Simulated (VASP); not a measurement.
# AlRu (P4mm) in VASP: a series of runs

Runs on AlRu. Level: PBEsol. Tasks: single point.

Program: VASP 6.6.1. These are calculated values, not measurements. Logs are shortened: lines on timing, memory, paths and dates and some standing lists are left out, and cuts for length are marked.

## Step 1: The cell of the first run

It takes space group P4mm (No. 99, tetragonal). Conventional cell: a = 2.992 Å, b = 2.992 Å, c = 2.992 Å, α = 90.00°, β = 90.00°, γ = 90.00°. Within 3.2 Å of Al (site symmetry 4mm) lie 8 Ru at 2.43 to 2.77 Å and 6 Al at 2.99 Å. Within 3.2 Å of Ru (site symmetry 4mm) lie 8 Al at 2.43 to 2.77 Å and 6 Ru at 2.99 Å.

## Step 2: Single point, PBEsol

Contents of INCAR:

```
SYSTEM = AlRu
ALGO = Fast ; EDIFF = 1E-6
ENCUT = 520 ; GGA = PS
ISIF = 2 ; ISMEAR = 0
LASPH = .TRUE. ; LCHARG = .TRUE.
LELF = .TRUE. ; LREAL = .FALSE.
LVHAR = .TRUE. ; LWAVE = .FALSE.
NBANDS = 16 ; NELM = 60
PREC = Accurate ; SIGMA = 0.15
```

Contents of KPOINTS:

```
k-points
0
G
  16 16 16
  0 0 0
```

Contents of POSCAR:

```
AlRu
1.0
    2.9916000000      0.0000000000      0.0000000000
    0.0000000000      2.9916000000      0.0000000000
    0.0000000000      0.0000000000      2.9916000000
Al Ru
1 1
Direct
    0.1002807862      0.0000000000      0.0000000000
    0.5000000000      0.5000000000      0.5000000000
```

Potentials or basis: VASP PAW PBE potentials, release 64 (Al, Ru_pv).

Started as:

```bash
cat potpaw_PBE.64/Al/POTCAR potpaw_PBE.64/Ru_pv/POTCAR > POTCAR
mpirun -np 1 vasp_std > vasp.out
```

OUTCAR:

```text
SYSTEM = AlRu
   EDIFF = 1E-6
   ENCUT = 520
   GGA = PS
   ISIF = 2
   ISMEAR = 0
   LASPH = .TRUE.
   LREAL = .FALSE.
   NELM = 60
   PREC = Accurate

 ion  position               nearest neighbor table
   1  0.100  0.000  0.000-   2 2.43   2 2.43   2 2.43   2 2.43   2 2.77   2 2.77   2 2.77   2 2.77

   2  0.500  0.500  0.500-   1 2.43   1 2.43   1 2.43   1 2.43   1 2.77   1 2.77   1 2.77   1 2.77

  LATTYP: Found a simple cubic cell.
 ALAT       =     2.9916000000

  Lattice vectors:

 A1 = (   2.9916000000,   0.0000000000,   0.0000000000)
 A2 = (   0.0000000000,   2.9916000000,   0.0000000000)
 A3 = (   0.0000000000,   0.0000000000,   2.9916000000)

Analysis of symmetry for initial positions (statically):
=====================================================================
 Subroutine PRICEL returns:
 Original cell was already a primitive cell.

 Routine SETGRP: Setting up the symmetry group for a
 simple cubic supercell.

 Subroutine GETGRP returns: Found  8 space group operations
 (whereof  8 operations were pure point group operations)
 out of a pool of 48 trial point group operations.

The static configuration has the point symmetry C_4v.

Analysis of symmetry for dynamics (positions and initial velocities):
=====================================================================
 Subroutine PRICEL returns:
 Original cell was already a primitive cell.

 Routine SETGRP: Setting up the symmetry group for a
 simple cubic supercell.

 Subroutine GETGRP returns: Found  8 space group operations
 (whereof  8 operations were pure point group operations)
 out of a pool of 48 trial point group operations.

The dynamic configuration has the point symmetry C_4v.

 Subroutine INISYM returns: Found  8 space group operations
 (whereof  8 operations are pure point group operations),
 and found     1 'primitive' translations

----------------------------------------------------------------------------------------

                                     Primitive cell

  volume of cell :      26.7738

  direct lattice vectors                    reciprocal lattice vectors
     2.991600000  0.000000000  0.000000000     0.334269287  0.000000000  0.000000000
     0.000000000  2.991600000  0.000000000     0.000000000  0.334269287  0.000000000
     0.000000000  0.000000000  2.991600000     0.000000000  0.000000000  0.334269287

  length of vectors
     2.991600000  2.991600000  2.991600000     0.334269287  0.334269287  0.334269287

  position of ions in fractional coordinates (direct lattice)
     0.100280786  0.000000000  0.000000000
     0.500000000  0.500000000  0.500000000

  ion indices of the primitive-cell ions
   primitive index   ion index
                 1           1
                 2           2

----------------------------------------------------------------------------------------

 KPOINTS: k-points

Automatic generation of k-mesh.
 Grid dimensions read from file:
 generate k-points for:   16   16   16

 Generating k-lattice:

  Cartesian coordinates                     Fractional coordinates (reciprocal lattice)
     0.020891830  0.000000000  0.000000000     0.062500000  0.000000000  0.000000000
     0.000000000  0.020891830  0.000000000     0.000000000  0.062500000  0.000000000
     0.000000000  0.000000000  0.020891830     0.000000000  0.000000000  0.062500000

  Length of vectors
     0.020891830  0.020891830  0.020891830

  Shift w.r.t. Gamma in fractional coordinates (k-lattice)
     0.000000000  0.000000000  0.000000000

 Subroutine IBZKPT returns following result:
 ===========================================

 Found    405 irreducible k-points:

 Following reciprocal coordinates:
            Coordinates               Weight
  0.000000  0.000000  0.000000      1.000000
  0.062500  0.000000  0.000000      2.000000
  0.000000  0.062500  0.000000      4.000000
  0.125000  0.000000  0.000000      2.000000
  0.000000  0.125000  0.000000      4.000000
  0.187500  0.000000  0.000000      2.000000
[... 16 lines left out ...]
  0.187500  0.062500  0.000000      8.000000
  0.000000  0.187500  0.062500      8.000000
 [... further k-points ...]
   k-points           NKPTS =    405   k-points in BZ     NKDIM =    405   number of bands    NBANDS=     16
   number of dos      NEDOS =    301   number of ions     NIONS =      2
   total plane-waves  NPLWV =  13824
   dimension x,y,z NGX =    24 NGY =   24 NGZ =   24
   dimension x,y,z NGXF=    48 NGYF=   48 NGZF=   48
   ions per type =               1   1
   NGX,Y,Z   is equivalent  to a cutoff of  13.34, 13.34, 13.34 a.u.
   NGXF,Y,Z  is equivalent  to a cutoff of  26.67, 26.67, 26.67 a.u.
 SYSTEM =  AlRu
   PREC   = accura    normal or accurate (medium, high low for compatibility)
   ISTART =      0    job   : 0-new  1-cont  2-samecut
   ICHARG =      2    charge: 1-file 2-atom 10-const
   ISPIN  =      1    spin polarized calculation?
   LNONCOLLINEAR =      F non collinear calculations
   LSORBIT =      F    spin-orbit coupling
   LASPH  =      T    aspherical Exc in radial PAW
   ENCUT  =  520.0 eV  38.22 Ry    6.18 a.u.   5.56  5.56  5.56*2*pi/ulx,y,z
   NELM   =     60;   NELMIN=  2; NELMDL= -5     # of ELM steps
   EDIFF  = 0.1E-05   stopping-criterion for ELM
   LREAL  =      F    real-space projection
   EDIFFG = 0.1E-04   stopping-criterion for IOM
   NSW    =      0    number of steps for IOM
   IBRION =     -1    ionic relax: 0-MD 1-quasi-New 2-CG
   NFREE  =      0    steps in history (QN), initial steepest desc. (CG)
   ISIF   =      2    stress and relaxation
   ISYM   =      2    0-nonsym 1-usesym 2-fastsym
   POTIM  = 0.5000    time-step for ionic-motion
   TEBEG  =    0.0;   TEEND  =   0.0 temperature during run
   PSTRESS=    0.0 pullay stress
   NELECT =      17.0000    total number of electrons
   NUPDOWN=      -1.0000    fix difference up-down
   EMIN   =  10.00;   EMAX   =-10.00  energy-range for DOS
   EFERMI =   0.00;   METHOD = LEGACY
   ISMEAR =     0;   SIGMA  =   0.15  broadening in eV -4-tet -1-fermi 0-gaus
   EFERMI_NEDOS =   21; number of points for ismear=-14 and -15
   IALGO  =     68    algorithm
   IMIX   =      4    mixing-type and parameters
     AMIX     =   0.40;   BMIX     =  1.00
     AMIX_MAG =   1.60;   BMIX_MAG =  1.00
  volume/ion in A,a.u.               =      13.39        90.34
  Fermi-wavevector in a.u.,A,eV,Ry     =   1.407087  2.659009 26.938090  1.979894
  Thomas-Fermi vector in A             =   2.529382
   LORBIT       =      0    0 simple, 1 ext, 2 COOP (PROOUT), +10 PAW based schemes
   GGA     = PS    functional components
   LHFCALC =     F    Hartree Fock is set to
   AEXX    =    0.0000 exact exchange contribution
   IVDW    =     0    specifies the selected vdW correction
   LEPSILON=     F    determine dielectric tensor
   LRPA    =     F    only Hartree local field effects (RPA)
 non-spin polarized calculation
 RMM-DIIS sequential band-by-band and
 Gauss-broadening in eV      SIGMA  =   0.15
  energy-cutoff  :      520.00
  volume of cell :       26.77
 maximum number of plane-waves:       739
 NGX is ok and might be reduce to    24
   NGX = 11   NGY = 11   NGZ = 11

 number of electron      16.9999995 magnetization

 Free energy of the ion-electron system (eV)
  ---------------------------------------------------
  ext. energy  EPLUGINS =         0.00000000
  ---------------------------------------------------
  free energy    TOTEN  =       -15.18164627 eV

  energy without entropy =      -15.16254998  energy(sigma->0) =      -15.17209813

 E-fermi :  10.5581     XC(G=0): -12.6610

 val. band max:       10.5527165636   @ k =   0.1250   0.5000   0.3125
 cond. band min:      10.5626555542   @ k =   0.0625   0.0625   0.0000
 fundamental gap:      0.0099389906
 Fermi energy:        10.5580585699

 k-point     1 :       0.0000    0.0000    0.0000
  band No.  band energies     occupation
      1     -31.1298      2.00000
      2     -31.1298      2.00000
      3     -31.1133      2.00000
      4       0.9376      2.00000
      5       6.8654      2.00000
      6       6.9437      2.00000
[... 8 lines left out ...]
     15      22.6484      0.00000
     16      25.1435      0.00000

 k-point     2 :       0.0625    0.0000    0.0000
  band No.  band energies     occupation
      1     -31.1291      2.00000
      2     -31.1291      2.00000
      3     -31.1214      2.00000
      4       1.0116      2.00000
      5       6.8906      2.00000
      6       6.9709      2.00000
[... 8 lines left out ...]
     15      22.6490      0.00000
     16      25.3352      0.00000

 k-point     3 :       0.0000    0.0625    0.0000
  band No.  band energies     occupation
      1     -31.1381      2.00000
      2     -31.1291      2.00000
      3     -31.1126      2.00000
      4       1.0135      2.00000
      5       6.8930      2.00000
      6       6.9713      2.00000
[... 8 lines left out ...]
     15      22.6492      0.00000
     16      25.3913      0.00000

 k-point     4 :       0.1250    0.0000    0.0000
  band No.  band energies     occupation
      1     -31.1443      2.00000
      2     -31.1272      2.00000
      3     -31.1272      2.00000
      4       1.2309      2.00000
      5       6.9636      2.00000
      6       7.0370      2.00000
[... 8 lines left out ...]
     15      22.6878      0.00000
     16      25.9725      0.00000
[... 324 lines left out ...]
 k-point    22 :       0.0625    0.0000    0.1250
  band No.  band energies     occupation
      1     -31.1609      2.00000
      2     -31.1265      2.00000
      3     -31.1186      2.00000
      4       1.3109      2.00000
      5       6.9867      2.00000
      6       7.0811      2.00000
[... 8 lines left out ...]
     15      22.6576      0.00000
     16      26.2536      0.00000

 k-point    23 :       0.1875    0.0625    0.0000
  band No.  band energies     occupation
      1     -31.1777      2.00000
      2     -31.1324      2.00000
      3     -31.1236      2.00000
      4       1.6596      2.00000
      5       7.0962      2.00000
      6       7.1340      2.00000
[... 8 lines left out ...]
     15      23.3975      0.00000
     16      26.7895      0.00000

 k-point    24 :       0.0000    0.1875    0.0625
  band No.  band energies     occupation
      1     -31.1959      2.00000
      2     -31.1324      2.00000
      3     -31.1068      2.00000
      4       1.6762      2.00000
      5       7.0775      2.00000
      6       7.1790      2.00000
[... 8 lines left out ...]
     15      23.0913      0.00000
     16      27.2132      0.00000

 [... further k-points ...]

------------------------ aborting loop because EDIFF is reached ----------------------------------------

  FORCE on cell =-STRESS in cart. coord.  units (eV):
  Direction    XX          YY          ZZ          XY          YZ          ZX
  --------------------------------------------------------------------------------------
  -------------------------------------------------------------------------------------
  Total       -0.2042367      0.9929492      0.9929492     -0.0000000      0.0000000      0.0000000
  in kB      -12.2217602     59.4192355     59.4192355     -0.0000000      0.0000000      0.0000000
  external PRESSURE =      35.5389036 kB  Pullay stress =       0.0000000 kB

 VOLUME and BASIS-vectors are now :
 -----------------------------------------------------------------------------
  energy-cutoff  :      520.00
  volume of cell :       26.77
      direct lattice vectors                 reciprocal lattice vectors
     2.991600000  0.000000000  0.000000000     0.334269287  0.000000000  0.000000000
     0.000000000  2.991600000  0.000000000     0.000000000  0.334269287  0.000000000
     0.000000000  0.000000000  2.991600000     0.000000000  0.000000000  0.334269287

 POSITION                                       TOTAL-FORCE (eV/Angst)
 -----------------------------------------------------------------------------------
      0.30000      0.00000      0.00000        -2.249565      0.000000     -0.000000
      1.49580      1.49580      1.49580         2.249565      0.000000      0.000000
 -----------------------------------------------------------------------------------
    total drift:                               -0.000555     -0.000000     -0.000000

  FREE ENERGIE OF THE ION-ELECTRON SYSTEM (eV)
  ---------------------------------------------------
  free  energy   TOTEN  =       -15.1816462715 eV

  energy  without entropy=      -15.1625499821  energy(sigma->0) =      -15.17209813
```

Wall time 2.7 min (1 thread of Intel Xeon 8259CL, shared host); peak memory 0.28 GiB.

Results:

| Property | Result |
| --- | --- |
| Free energy | -15.1816 eV |
| Pressure | 3.6 GPa |
| Largest force | 2.250 eV/Å |
| Band gap on the k mesh | zero (an odd number of electrons rules out a gap without spin polarisation) |

Forces in eV/Å, atoms in the order of the input:
```
Al  -2.250  0.000  0.000
Ru   2.250  0.000  0.000
```

Caveat: the cell differs from its parent crystal (all Al atoms moved -0.300 Å, as atom 1 towards its neighbour atom 1 (Al) at 2.992 Å); the stress differs along the axes, from -1 to 6 GPa; the PAW data sets were made with another functional, which shifts forces and pressure a little.

## Step 3: Single point, PBEsol

Contents of INCAR:

```
ALGO = Fast ; EDIFF = 1E-6
ENCUT = 520 ; GGA = PS
ISIF = 2 ; ISMEAR = 0
LASPH = True ; LCHARG = False
LREAL = False ; LWAVE = False
NBANDS = 16 ; NELM = 60
PREC = Accurate ; SIGMA = 0.15
```

Contents of KPOINTS:

```
k-points
0
Gamma
  16 16 16
```

POSCAR, as its differences from that of step 2:

```diff
@@ -8,3 +8,3 @@
 Direct
-    0.1002807862      0.0000000000      0.0000000000
+   -0.0752105897      0.0000000000      0.0000000000
     0.5000000000      0.5000000000      0.5000000000
```

Potentials or basis: VASP PAW PBE potentials, release 64 (Al, Ru_pv).

Started as:

```bash
cat potpaw_PBE.64/Al/POTCAR potpaw_PBE.64/Ru_pv/POTCAR > POTCAR
mpirun -np 1 vasp_std > vasp.out
```

Wall time 2.7 min (1 thread of Intel Xeon 8259CL, shared host); peak memory 0.28 GiB.

The run converged. Its results:

- Free energy: -15.3301 eV
- Pressure: 0.7 GPa
- Largest force: 1.706 eV/Å
- Band gap on the k mesh: zero (an odd number of electrons rules out a gap without spin polarisation)

Forces in eV/Å, atoms in the order of the input:
```
Al   1.706  0.000  0.000
Ru  -1.706  0.000  0.000
```

Stress tensor (GPa, compression positive):
```
-1.98  0.00  0.00
 0.00  2.01  0.00
 0.00  0.00  2.01
```

Levels at points of the mesh, in eV from the Fermi level:
| k point | band 7 | band 8 | band 9 | band 10 | band 11 | band 12 |
| --- | --- | --- | --- | --- | --- | --- |
| (0.00, 0.00, 0.00) | 0.12 | 0.18 | 0.18 | 6.14 | 6.14 | 6.20 |
| (0.50, 0.00, 0.00) | -1.58 | -1.58 | 0.37 | 2.33 | 7.62 | 10.87 |
| (0.00, 0.50, 0.00) | -1.69 | -1.56 | 0.42 | 2.26 | 7.47 | 11.14 |
| (0.50, 0.50, 0.00) | -1.26 | -1.19 | -1.16 | 1.52 | 5.31 | 6.18 |
| (0.00, 0.50, 0.50) | -1.66 | -0.78 | -0.78 | 1.51 | 5.21 | 6.08 |
| (0.50, 0.50, 0.50) | 1.60 | 1.61 | 2.54 | 4.02 | 4.02 | 4.21 |

Caveat: the cell differs from its parent crystal (all Al atoms moved +0.225 Å, as atom 1 towards its neighbour atom 1 (Al) at 2.992 Å); the PAW data sets were made with another functional, which shifts forces and pressure a little.

## Step 4: Single point, PBEsol

Contents of INCAR:

```
  PREC = Accurate
  ENCUT = 520
  EDIFF = 1E-6
  ISMEAR = 0
  SIGMA = 0.15
  LREAL = F
  LASPH = T
  NELM = 80
  ALGO = Fast
  ISIF = 2
  LWAVE = F
  LCHARG = F
  GGA = PS
  NBANDS = 16
```

Contents of KPOINTS:

```
Automatic mesh
0
Gamma
  16 16 16
```

POSCAR, as its differences from that of step 3:

```diff
@@ -8,3 +8,3 @@
 Direct
-   -0.0752105897      0.0000000000      0.0000000000
+    0.0501403931      0.0000000000      0.0000000000
     0.5000000000      0.5000000000      0.5000000000
```

Started as:

```bash
cat potpaw_PBE.64/Al/POTCAR potpaw_PBE.64/Ru_pv/POTCAR > POTCAR
mpirun -np 1 vasp_std > vasp.out
```

Run time: 2.7 min. Hardware: 1 thread of Intel Xeon 8259CL, shared host; peak memory 0.28 GiB.

Results (log left out):

| Quantity | Value |
| --- | --- |
| Free energy | -15.4371 eV |
| Pressure | -1.4 GPa |
| Largest force | 1.145 eV/Å |
| Band gap on the k mesh | zero (an odd number of electrons rules out a gap without spin polarisation) |

Forces on the atoms (eV/Å):
```
Al  -1.145  0.000  0.000
Ru   1.145  0.000  0.000
```

Stress tensor (GPa, compression positive):
```
-2.58  0.00  0.00
 0.00 -0.82  0.00
 0.00  0.00 -0.82
```

Levels at points of the mesh, in eV from the Fermi level:
```
           k point  band 6  band 7  band 8  band 9  band 10  band 11  band 12  band 13
(0.00, 0.00, 0.00)   -3.61    0.15    0.18    0.18     6.10     6.10     6.12    11.01
(0.50, 0.00, 0.00)   -2.84   -1.60   -1.60    0.40     2.29     7.52    10.93    10.93
(0.00, 0.50, 0.00)   -2.82   -1.65   -1.59    0.42     2.26     7.45    11.05    11.12
(0.50, 0.50, 0.00)   -1.37   -1.30   -1.22   -1.17     1.51     5.28     6.23    10.65
(0.00, 0.50, 0.50)   -1.56   -1.56   -0.95   -0.95     1.51     5.24     6.17    10.85
(0.50, 0.50, 0.50)   -4.62    1.60    1.61    2.56     4.06     4.06     4.14     8.60
```

Caveat: the cell differs from its parent crystal (all Al atoms moved -0.150 Å, as atom 1 towards its neighbour atom 1 (Al) at 2.992 Å); the PAW data sets were made with another functional, which shifts forces and pressure a little.

(Part 1 of 2 ends here.)
